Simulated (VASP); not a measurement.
The system is Re.

```
Re
1.0
     2.77908    0.00000    0.00000
    -1.38954    2.40676    0.00000
     0.00000    0.00000    4.48773
Re
2
Direct
  0.66667 0.33333 0.75000
  0.33333 0.66667 0.25000
```

Base run:

| Quantity | Value |
| --- | --- |
| Program | VASP 6.6.1 |
| Functional | PBE |
| Potentials or basis | VASP PAW PBE potentials, release 64 (Re) |
| Cutoff | 520 eV |
| k mesh | 11 × 11 × 6 |
| Occupations | fermi-dirac, width 0.05 eV |
| Spin | no spin polarisation |

Its results: band gap on the k mesh zero (band 7 reaches 8.94 eV, above the bottom of band 8 at 5.99 eV); pressure -1.9 GPa.

**Question.** After a change of settings the same cell gave: band gap on the k mesh zero (band 7 reaches 8.71 eV, above the bottom of band 8 at 5.74 eV); pressure -7.8 GPa. Which change was it?
A. functional from PBE to BLYP; dispersion from none to D3(BJ)
B. functional from PBE to LDA; potentials or basis from VASP PAW PBE potentials, release 64 (Re) to VASP PAW LDA potentials, release 64 (Re)
C. functional from PBE to PBEsol; further incar settings from ALGO = Normal; EDIFF = 1e-06; NBANDS = 14 to ALGO = Fast; EDIFF = 1e-07; NBANDS = 14
D. functional from PBE to r2SCAN

**Answer.** D.

Caveats: spin-orbit coupling is left out, which moves the levels of the heavy elements; the PAW data sets were made with another functional, which shifts forces and pressure a little (some runs).
